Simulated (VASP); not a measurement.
Input of a VASP 6.6.1 run:

File INCAR:

```
ALGO     = Normal         # electronic algorithm
EDIFF    = 1E-6           # SCF threshold, eV
ENCUT    = 520            # plane-wave cutoff, eV
GGA      = PS             # functional
ISIF     = 2              # what is computed and relaxed
ISMEAR   = 0              # smearing method
LASPH    = T              # aspherical terms in the spheres
LCHARG   = F              # write CHGCAR
LREAL    = F              # projectors in reciprocal space
LWAVE    = F              # write WAVECAR
NBANDS   = 27             # bands
NELM     = 80             # most SCF steps
PREC     = Accurate       # precision mode
SIGMA    = 0.01           # smearing width, eV
```

Contents of KPOINTS:

```
k-points
0
Gamma
  4 4 4
```

Contents of POSCAR:

```
KTaO3
1.0
    3.9901311083      0.0000000000      0.0000000000
    0.0000000000      3.9901311083      0.0000000000
    0.0000000000      0.0000000000      3.9901311083
K Ta O
1 1 3
Direct
    0.0000000000      0.0000000000      0.0000000000
    0.5000000000      0.5000000000      0.5000000000
    0.5000000000      0.5000000000      0.0000000000
    0.5000000000      0.0000000000      0.5000000000
    0.0000000000      0.5000000000      0.5000000000
```

Potentials or basis: VASP PAW PBE potentials, release 64 (K_sv, Ta_pv, O).

Run with:

```sh
$ cat potpaw_PBE.64/K_sv/POTCAR potpaw_PBE.64/Ta_pv/POTCAR potpaw_PBE.64/O/POTCAR > POTCAR
$ mpirun -np 1 vasp_std > vasp.out
```

(1) Predict the band gap on the k mesh.

(2) What does it give for the pressure?

Answers

(1) 2.06 eV (least direct gap 2.69 eV).

(2) 0.0 GPa.

Caveat: the PAW data sets were made with another functional, which shifts forces and pressure a little; spin-orbit coupling is left out, which moves the levels of the heavy elements.
